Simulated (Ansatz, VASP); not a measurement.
**One calculation of B, two programs**

```
B
1.0
     3.13754    0.14774    0.05345
    -1.44555    2.49831    0.00052
     0.14227    0.08178    6.48164
B
8
Direct
  0.80599 0.90297 0.15257
  0.80599 0.90297 0.65258
  0.19399 0.09703 0.34743
  0.19403 0.09704 0.84742
  0.53910 0.76957 0.41481
  0.53909 0.76956 0.91482
  0.46090 0.23043 0.08519
  0.46091 0.23043 0.58518
```

Change from the starting cell: graphite type (P6_3/mmc, No. 194); cell x2, atoms moved at random (sigma 0.1 Å) and cell strained at random (1.5 %), then relaxed without symmetry.

Alike in both runs: functional PBEsol; k mesh 9 × 9 × 4; occupations gaussian, width 0.1 eV; no spin polarisation.

Ansatz relaxed the structure, and its values are those at the end. VASP's run is a single point on that final structure, the one shown.

|  | VASP | Ansatz |
| --- | --- | --- |
| version | VASP 6.6.1 | Ansatz 0.2.0 |
| potentials or method | VASP PAW PBE potentials, release 64 (B), cutoff 520 eV | scalar-relativistic, plane waves, PAW |
| valence electrons in the cell | 24 | 24 |

VASP gave:

* gap on the k mesh at the Fermi level (eV): none
* pressure (GPa): 0.4
* rms of the force components (eV/Å): 0.004

Q: What did Ansatz give for the same quantities?

A: gap on the k mesh at the Fermi level (eV): none; pressure (GPa): 0.0; rms of the force components (eV/Å): 0.002.

VASP's potentials were made for PBE, not for PBEsol. A gap of «none» marks a metal or a gap that the smearing closes.
